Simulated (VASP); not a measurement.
Write the native input for VASP 6.6.1 that does the following.

```yaml
Task: single point
Functional: PBE
Potentials_or_basis: VASP PAW PBE potentials, release 64 (Mg, Cd, Se)
Cutoff: 520 eV
k_mesh: 4 × 4 × 1
Occupations: gaussian, width 0.1 eV
Spin: no spin polarisation
Dipole_correction: no
Further_INCAR_settings: ALGO = Normal; EDIFF = 1e-07; NBANDS = 41
```

The structure of Mg5CdSe6 lies in POSCAR:

```
Mg5CdSe6
1.0
    4.2822775466     -0.0004402435      0.0019270538
   -0.0004685566      4.2797958887      0.0010452835
    0.0068885894      0.0020753458     17.9533040709
Mg Cd Se
5 1 6
Direct
    0.0006984522      0.0007872047      0.6642926821
    0.5014454533      0.4999989331      0.8289323012
    0.4996733018      0.4998826909      0.1710336826
   -0.0003065524     -0.0005362982      0.3358877822
    0.4998474421      0.5001433584      0.5001316070
   -0.0007744631     -0.0012633259     -0.0000895135
    0.5005314219      0.0002020872      0.7465603959
    0.0009240903      0.4991830902      0.9106733037
    0.4990724713      0.0001494543      0.0890960031
   -0.0005030124      0.4998345489      0.2534338337
    0.4995569346      0.0005864316      0.4180302002
   -0.0001655396      0.5010318247      0.5820177218
```

These files were run (other wordings do the same):

INCAR

```
SYSTEM = Mg5CdSe6
PREC = Accurate ; ENCUT = 520
EDIFF = 1E-7 ; ISMEAR = 0
SIGMA = 0.1 ; LREAL = .FALSE.
LASPH = .TRUE. ; NELM = 100
ALGO = Normal ; ISIF = 2
LWAVE = .FALSE. ; LCHARG = .FALSE.
GGA = PE ; NBANDS = 41
```

KPOINTS

```
regular mesh
0
G
  4 4 1
  0 0 0
```

Potentials or basis: VASP PAW PBE potentials, release 64 (Mg, Cd, Se).

The run is started by

```bash
$ cat potpaw_PBE.64/Mg/POTCAR potpaw_PBE.64/Cd/POTCAR potpaw_PBE.64/Se/POTCAR > POTCAR
$ mpirun -np 1 vasp_std > vasp.out
```

It gave:

```json
{
 "Pressure": "0.0 GPa",
 "Largest force": "0.060 eV/Å",
 "Band gap on the k mesh": "1.99 eV"
}
```

It took 4.3 min on 1 thread of Intel(R) Xeon(R) Platinum 8488C (Sapphire Rapids) (shared host), peak memory 0.43 GiB.
